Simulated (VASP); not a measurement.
# BP (gw) (F-43m) in VASP: G0W0 quasiparticle levels with PBEsol

Aim: the G0W0 quasiparticle levels of BP (gw) with PBEsol.

Program: VASP 6.6.1. These are calculated values, not measurements. Logs are shortened: lines on timing, memory, paths and dates and some standing lists are left out, and cuts for length are marked.

### 1 The cell of the first run

Symmetry: F-43m, No. 216, cubic system. Conventional cell: a = 4.475 Å, b = 4.475 Å, c = 4.475 Å, α = 90.00°, β = 90.00°, γ = 90.00°. Within 2.6 Å of B (site symmetry -43m) lie 4 P at 1.94 Å. Within 2.6 Å of P (site symmetry -43m) lie 4 B at 1.94 Å.

### 2 G0W0 quasiparticle levels, PBEsol

POSCAR reads:

```
BP
1.0
    0.0000000000      2.2375332537      2.2375332537
    2.2375332537      0.0000000000      2.2375332537
    2.2375332537      2.2375332537      0.0000000000
B P
1 1
Direct
    0.0000000000      0.0000000000      0.0000000000
    0.2500000000      0.2500000000      0.2500000000
```

INCAR.step1 reads:

```
SYSTEM = BP
PREC     = Accurate       ! precision mode
ENCUT    = 500            ! plane-wave cutoff, eV
EDIFF    = 1E-8           ! SCF threshold, eV
ISMEAR   = 0              ! smearing method
SIGMA    = 0.01           ! smearing width, eV
LREAL    = .FALSE.        ! projectors in reciprocal space
LASPH    = .TRUE.         ! aspherical terms in the spheres
NELM     = 80             ! most SCF steps
ALGO     = Normal         ! electronic algorithm
LWAVE    = .TRUE.         ! write WAVECAR
LCHARG   = .FALSE.        ! write CHGCAR
GGA      = PS             ! functional
```

INCAR.step2 reads:

```
SYSTEM = BP
PREC     = Accurate       ! precision mode
ENCUT    = 500            ! plane-wave cutoff, eV
EDIFF    = 1E-8           ! SCF threshold, eV
ISMEAR   = 0              ! smearing method
SIGMA    = 0.01           ! smearing width, eV
LREAL    = .FALSE.        ! projectors in reciprocal space
LASPH    = .TRUE.         ! aspherical terms in the spheres
NELM     = 1              ! most SCF steps
ALGO     = Exact          ! electronic algorithm
LWAVE    = .TRUE.         ! write WAVECAR
LCHARG   = .FALSE.        ! write CHGCAR
GGA      = PS             ! functional
NBANDS   = 54             ! bands
LOPTICS  = .TRUE.         ! frequency-dependent dielectric function
ISTART   = 1
```

INCAR.step3 reads:

```
SYSTEM = BP
PREC     = Accurate       ! precision mode
ENCUT    = 500            ! plane-wave cutoff, eV
EDIFF    = 1E-8           ! SCF threshold, eV
ISMEAR   = 0              ! smearing method
SIGMA    = 0.01           ! smearing width, eV
LREAL    = .FALSE.        ! projectors in reciprocal space
LASPH    = .TRUE.         ! aspherical terms in the spheres
ALGO     = EVGW0          ! electronic algorithm
LWAVE    = .FALSE.        ! write WAVECAR
LCHARG   = .FALSE.        ! write CHGCAR
GGA      = PS             ! functional
NELMGW   = 1            
NBANDS   = 54             ! bands
ENCUTGW  = 100.0          ! cutoff of the response function
NOMEGA   = 48             ! frequency points
PRECFOCK = Fast         
ISTART   = 1            
NBANDSGW = 12
```

KPOINTS reads:

```
regular mesh
0
G
  6 6 6
  0 0 0
```

Potentials or basis: VASP PAW PBE potentials, release 64 (B_GW, P_GW).

Run with:

```
$ cat potpaw_PBE.64/B_GW/POTCAR potpaw_PBE.64/P_GW/POTCAR > POTCAR
$ cp INCAR.step1 INCAR
$ mpirun -np 1 vasp_std > vasp.out
$ cp INCAR.step2 INCAR
$ mpirun -np 1 vasp_std > vasp.out
$ cp INCAR.step3 INCAR
$ mpirun -np 1 vasp_std > vasp.out
```

OUTCAR:

```text
SYSTEM = BP
   PREC = Accurate
   ENCUT = 500
   EDIFF = 1E-8
   ISMEAR = 0
   LREAL = .FALSE.
   LASPH = .TRUE.
   GGA = PS
   NELMGW = 1
   ENCUTGW = 100.0
   PRECFOCK = Fast
   ISTART = 1

 ion  position               nearest neighbor table
   1  0.000  0.000  0.000-   2 1.94   2 1.94   2 1.94   2 1.94
   2  0.250  0.250  0.250-   1 1.94   1 1.94   1 1.94   1 1.94

  LATTYP: Found a face centered cubic cell.
 ALAT       =     4.4750665074

  Lattice vectors:

 A1 = (   0.0000000000,   2.2375332537,   2.2375332537)
 A2 = (   2.2375332537,   0.0000000000,   2.2375332537)
 A3 = (   2.2375332537,   2.2375332537,   0.0000000000)

Analysis of symmetry for initial positions (statically):
=====================================================================
 Subroutine PRICEL returns:
 Original cell was already a primitive cell.

 Routine SETGRP: Setting up the symmetry group for a
 face centered cubic supercell.

 Subroutine GETGRP returns: Found 24 space group operations
 (whereof 24 operations were pure point group operations)
 out of a pool of 48 trial point group operations.

The static configuration has the point symmetry T_d .

Analysis of symmetry for dynamics (positions and initial velocities):
=====================================================================
 Subroutine PRICEL returns:
 Original cell was already a primitive cell.

 Routine SETGRP: Setting up the symmetry group for a
 face centered cubic supercell.

 Subroutine GETGRP returns: Found 24 space group operations
 (whereof 24 operations were pure point group operations)
 out of a pool of 48 trial point group operations.

The dynamic configuration has the point symmetry T_d .

 Subroutine INISYM returns: Found 24 space group operations
 (whereof 24 operations are pure point group operations),
 and found     1 'primitive' translations

----------------------------------------------------------------------------------------

                                     Primitive cell

  volume of cell :      22.4047

  direct lattice vectors                    reciprocal lattice vectors
     0.000000000  2.237533254  2.237533254    -0.223460366  0.223460366  0.223460366
     2.237533254  0.000000000  2.237533254     0.223460366 -0.223460366  0.223460366
     2.237533254  2.237533254  0.000000000     0.223460366  0.223460366 -0.223460366

  length of vectors
     3.164349874  3.164349874  3.164349874     0.387044708  0.387044708  0.387044708

  position of ions in fractional coordinates (direct lattice)
     0.000000000  0.000000000  0.000000000
     0.250000000  0.250000000  0.250000000

  ion indices of the primitive-cell ions
   primitive index   ion index
                 1           1
                 2           2

----------------------------------------------------------------------------------------

 KPOINTS: regular mesh

Automatic generation of k-mesh.
 Grid dimensions read from file:
 generate k-points for:    6    6    6

 Generating k-lattice:

  Cartesian coordinates                     Fractional coordinates (reciprocal lattice)
    -0.037243394  0.037243394  0.037243394     0.166666667  0.000000000  0.000000000
     0.037243394 -0.037243394  0.037243394     0.000000000  0.166666667  0.000000000
     0.037243394  0.037243394 -0.037243394     0.000000000  0.000000000  0.166666667

  Length of vectors
     0.064507451  0.064507451  0.064507451

  Shift w.r.t. Gamma in fractional coordinates (k-lattice)
     0.000000000  0.000000000  0.000000000

 Subroutine IBZKPT returns following result:
 ===========================================

 Found     16 irreducible k-points:

 Following reciprocal coordinates:
            Coordinates               Weight
  0.000000  0.000000  0.000000      1.000000
  0.166667  0.000000  0.000000      8.000000
  0.333333  0.000000  0.000000      8.000000
  0.500000  0.000000  0.000000      4.000000
  0.166667  0.166667  0.000000      6.000000
  0.333333  0.166667  0.000000     24.000000
[... 8 lines left out ...]
 -0.333333  0.333333  0.166667     24.000000
 -0.333333  0.500000  0.166667     12.000000
   k-points           NKPTS =     16   k-points in BZ     NKDIM =    216   number of bands    NBANDS=     54
   number of dos      NEDOS =    301   number of ions     NIONS =      2
   total plane-waves  NPLWV =  13824
   dimension x,y,z NGX =    24 NGY =   24 NGZ =   24
   dimension x,y,z NGXF=    48 NGYF=   48 NGZF=   48
   ions per type =               1   1
   NGX,Y,Z   is equivalent  to a cutoff of  12.61, 12.61, 12.61 a.u.
   NGXF,Y,Z  is equivalent  to a cutoff of  25.22, 25.22, 25.22 a.u.
 SYSTEM =  BP
   PREC   = accura    normal or accurate (medium, high low for compatibility)
   ISTART =      1    job   : 0-new  1-cont  2-samecut
   ICHARG =      0    charge: 1-file 2-atom 10-const
   ISPIN  =      1    spin polarized calculation?
   LNONCOLLINEAR =      F non collinear calculations
   LSORBIT =      F    spin-orbit coupling
   LASPH  =      T    aspherical Exc in radial PAW
   ENCUT  =  500.0 eV  36.75 Ry    6.06 a.u.   5.77  5.77  5.77*2*pi/ulx,y,z
   NELM   =     60;   NELMIN=  2; NELMDL=  0     # of ELM steps
   EDIFF  = 0.1E-07   stopping-criterion for ELM
   LREAL  =      F    real-space projection
   EDIFFG = 0.1E-06   stopping-criterion for IOM
   NSW    =      0    number of steps for IOM
   IBRION =     -1    ionic relax: 0-MD 1-quasi-New 2-CG
   NFREE  =      0    steps in history (QN), initial steepest desc. (CG)
   ISIF   =      0    stress and relaxation
   ISYM   =      3    0-nonsym 1-usesym 2-fastsym
   POTIM  = 0.5000    time-step for ionic-motion
   TEBEG  =    0.0;   TEEND  =   0.0 temperature during run
   PSTRESS=    0.0 pullay stress
   NELECT =       8.0000    total number of electrons
   NUPDOWN=      -1.0000    fix difference up-down
   EMIN   =  10.00;   EMAX   =-10.00  energy-range for DOS
   EFERMI =   0.00;   METHOD = LEGACY
   ISMEAR =     0;   SIGMA  =   0.01  broadening in eV -4-tet -1-fermi 0-gaus
   EFERMI_NEDOS =   21; number of points for ismear=-14 and -15
   IALGO  =     38    algorithm
   IMIX   =      4    mixing-type and parameters
     AMIX     =   0.40;   BMIX     =  1.00
     AMIX_MAG =   1.60;   BMIX_MAG =  1.00
  volume/ion in A,a.u.               =      11.20        75.60
  Fermi-wavevector in a.u.,A,eV,Ry     =   1.161427  2.194779 18.353078  1.348913
  Thomas-Fermi vector in A             =   2.297999
   LORBIT       =      0    0 simple, 1 ext, 2 COOP (PROOUT), +10 PAW based schemes
   GGA     = PS    functional components
   LHFCALC =     T    Hartree Fock is set to
   PRECFOCK=fast      Normal, Fast or Accurate (Low or Medium for compatibility)
   ENCUT4O =  -1.0   cutoff for four orbital integrals eV
   NKREDX  =     1    reduce k-point grid by
   NKREDY  =     1    reduce k-point grid by
   NKREDZ  =     1    reduce k-point grid by
   AEXX    =    1.0000 exact exchange contribution
   HFSCREEN=    0.0000 screening length (either q_TF or 0.3 A-1)
   HFSCREENC=   0.0000 screening length for correlation (either q_TF or 0.3 A-1)
   ENCUTFOCK=  -1.0 apply spherical cutoff to Coloumb kernel
   IVDW    =     0    specifies the selected vdW correction
   LEPSILON=     F    determine dielectric tensor
   LRPA    =     F    only Hartree local field effects (RPA)
   LRPAFORCE           =     F    calculate RPA forces
   ENCUTGW             = 100.0    cutoff for response function in eV
   ENCUTGWSOFT         =  80.0    soft cutoff for Coulomb kernel in GW response function in eV
   ENCUTLF             =  -1.0    cutoff for local field effects
   NELMGW              =     1    number of iterations in solving QP/BSE equation
   NELMHF              =     1    number of iterations in the inner HF iteration
   NKREDLFX            =     1    NKREDLFY  =   1   NKREDLFZ  =   1
 non-spin polarized calculation
 Gauss-broadening in eV      SIGMA  =   0.01
  energy-cutoff  :      500.00
  volume of cell :       22.40
 maximum number of plane-waves:       588
  NGX = 14; NGY = 14; NGZ = 14
   NGX = 11   NGY = 11   NGZ = 11
 maximum number of plane-waves:        59
 NGX is ok and might be reduce to    14

 QP shifts <psi_nk| G(iteration)W_0 |psi_nk>: iteration 1
 for sc-GW calculations column KS-energies equals QP-energies in previous step
 and V_xc(KS)=  KS-energies - (<T + V_ion + V_H > + <T+V_H+V_ion>^1  + <V_x>^1)

 k-point   1 :       0.0000    0.0000    0.0000
  band No.  KS-energies  QP-energies   sigma(KS)   V_xc(KS)     V^pw_x(r,r')   Z            occupation Imag(sigma)

      1      -8.2807      -8.9134     -13.0738     -12.1730     -20.6554       0.7024       2.0000       1.4720
      2       7.5915       7.3340     -13.7200     -13.3939     -15.0130       0.7896       2.0000       0.0670
      3       7.5915       7.3340     -13.7200     -13.3939     -15.0130       0.7896       2.0000       0.0670
      4       7.5915       7.3340     -13.7200     -13.3939     -15.0130       0.7896       2.0000       0.0670
      5      11.0201      11.6136     -11.4926     -12.2473      -7.2485       0.7865       0.0000      -0.0769
      6      11.0201      11.6136     -11.4926     -12.2473      -7.2485       0.7865       0.0000      -0.0769
      7      11.0201      11.6136     -11.4926     -12.2473      -7.2485       0.7865       0.0000      -0.0769
      8      15.5908      16.1882     -11.9767     -12.7686      -6.0665       0.7545       0.0000      -0.2010
      9      19.1491      19.4694      -9.5660      -9.9739      -3.4954       0.7851       0.0000      -0.3716
     10      19.6925      20.4421     -10.9921     -11.9559      -5.0620       0.7778       0.0000      -0.3218
     11      19.6925      20.4421     -10.9921     -11.9559      -5.0620       0.7778       0.0000      -0.3218
     12      23.3339      23.7972      -9.7063     -10.3045      -2.9086       0.7745       0.0000      -0.7808

 k-point   2 :       0.1667    0.0000    0.0000
  band No.  KS-energies  QP-energies   sigma(KS)   V_xc(KS)     V^pw_x(r,r')   Z            occupation Imag(sigma)
[... 225 lines left out ...]
      1      -2.9495      -3.4422     -13.5672     -12.8902     -19.1593       0.7279       2.0000       0.6550
      2      -0.8235      -1.4611     -13.5425     -12.6581     -18.4407       0.7210       2.0000       0.4098
      3       2.0194       1.5014     -12.7784     -12.0898     -15.8095       0.7523       2.0000       0.1535
      4       2.1316       1.6285     -12.7620     -12.0934     -15.7620       0.7524       2.0000       0.1529
      5      11.3200      11.8204     -10.9248     -11.5605      -6.3597       0.7870       0.0000      -0.0947
      6      12.0004      12.5288     -10.8439     -11.5128      -6.1941       0.7899       0.0000      -0.0976
      7      16.9070      17.5789     -11.4814     -12.3729      -5.2164       0.7537       0.0000      -0.2862
      8      17.5987      18.3064     -11.4135     -12.3450      -5.1771       0.7598       0.0000      -0.3048
      9      20.7085      21.4875     -11.6036     -12.6436      -4.5763       0.7490       0.0000      -0.5278
     10      23.9642      24.7635     -11.3280     -12.3873      -3.9608       0.7546       0.0000      -0.7459
     11      24.5483      25.3457     -11.9038     -12.9594      -4.5788       0.7554       0.0000      -0.8090
     12      28.5664      29.1939     -11.2622     -12.0964      -3.7569       0.7522       0.0000      -1.1235
```

Wall time 2 min (1 thread of Intel Xeon 6975P-C, shared host); peak memory 0.3 GiB.

Results:

```
Band gap on the k mesh, mean-field level : 1.14 eV, indirect (least direct gap 3.43 eV)
Quasiparticle gap                        : 1.77 eV
Least direct quasiparticle gap           : 4.28 eV
```

Caveat: bands, screening cutoff and mesh are small and nothing is extrapolated, so the quasiparticle values aren't converged.
